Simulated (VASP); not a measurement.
Write the native input for VASP 6.6.1 that does the following.

```yaml
Task: single point
Functional: PBE
Dispersion: D3(BJ)
Potentials_or_basis: VASP PAW PBE potentials, release 64 (Ni, Si)
Cutoff: 520 eV
k_mesh: 8 × 8 × 8
Occupations: fermi-dirac, width 0.05 eV
Spin: collinear spin, ferromagnetic start
Starting_moments: "[1.0, 1.0, 1.0, 0.0] μB"
Dipole_correction: no
Further_INCAR_settings: ALGO = Fast; EDIFF = 1e-06; NBANDS = 29
```

The structure of SiNi3 lies in POSCAR:

```
SiNi3
1.0
    3.4654470712      0.0000000000      0.0000000000
    0.0000000000      3.4654470712      0.0000000000
    0.0000000000      0.0000000000      3.4654470712
Ni Si
3 1
Direct
    0.5000000000      0.5000000000      0.0000000000
    0.5000000000      0.0000000000      0.5000000000
    0.0000000000      0.5000000000      0.5000000000
    0.0000000000      0.0000000000      0.0000000000
```

The input as run:

INCAR

```
  ALGO = Fast
  EDIFF = 1E-6
  ENCUT = 520
  GGA = PE
  ISIF = 2
  ISMEAR = -1
  ISPIN = 2
  IVDW = 12
  LASPH = True
  LCHARG = False
  LMAXMIX = 4
  LORBIT = 11
  LREAL = False
  LWAVE = False
  MAGMOM = 1 1 1 0
  NBANDS = 29
  NELM = 150
  PREC = Accurate
  SIGMA = 0.05
```

KPOINTS

```
k-points
0
Gamma
  8 8 8
```

Potentials or basis: VASP PAW PBE potentials, release 64 (Ni, Si).

Command:

```sh
$ cat potpaw_PBE.64/Ni/POTCAR potpaw_PBE.64/Si/POTCAR > POTCAR
$ mpirun -np 1 vasp_std > vasp.out
```

It gave:

| Quantity | Value |
| --- | --- |
| Pressure | -0.1 GPa |
| Band gap on the k mesh | zero (filled and empty bands overlap) |
| Net moment | 0.00 μB per cell |
| Valence electrons inside the program's atomic spheres | Ni 9.54; Si 1.57 |
| Dispersion energy per atom | -0.512 eV |

Wall time 2.4 min on 1 thread of Intel Xeon 8259CL, with other jobs on the host, peak memory 0.22 GiB.
